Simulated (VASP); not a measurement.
Runs of VASP 6.6.1 on SiC. The structure is that of space group P6_3mc (No. 186), or close to it. The cells are those of the table. 

| cell | gap on the mesh (eV) | pressure (GPa) | largest force (eV/Å) |
| --- | --- | --- | --- |
| a = 3.014, b = 3.014, c = 5.066 Å, angles 90.0, 90.0, 120.0°, 4 atoms | 2.68 | 8.9 | - |
| a = 3.106, b = 3.106, c = 5.040 Å, angles 90.0, 90.0, 120.0°, 4 atoms | 3.02 | -4.2 | - |
| a = 3.137, b = 3.137, c = 4.988 Å, angles 90.0, 90.0, 120.0°, 4 atoms | 2.93 | -5.9 | 0.29 |
| a = 3.137, b = 3.137, c = 5.032 Å, angles 90.0, 90.0, 120.0°, 4 atoms | 2.94 | (c) | - |
| a = 3.014, b = 3.014, c = 5.109 Å, angles 90.0, 90.0, 120.0°, 4 atoms | 2.75 | 7.1 | 0.29 |
| a = 3.091, b = 3.091, c = 5.044 Å, angles 90.0, 90.0, 120.0°, 4 atoms | 2.97 | -2.2 | - |
| a = 3.060, b = 3.060, c = 5.063 Å, angles 90.0, 90.0, 120.0°, 4 atoms | 2.88 | 1.5 | 0.07 |
| a = 3.045, b = 3.045, c = 5.057 Å, angles 90.0, 90.0, 120.0°, 4 atoms | (b) | (a) | - |
| a = 3.075, b = 3.075, c = 5.048 Å, angles 90.0, 90.0, 120.0°, 4 atoms | 2.92 | -0.2 | - |

Alike in all rows: task single point; level r2SCAN; potentials or basis VASP PAW PBE potentials, release 64 (Si, C); no spin polarisation; k mesh 8 × 8 × 6; cutoff (eV) 520; smearing gaussian 0.01 eV.

Estimate the missing entries.

(a) 4.2; (b) 2.80; (c) -7.9.

Caveats: the PAW data sets were made with another functional, which shifts forces and pressure a little.

A k mesh can miss the band edges.
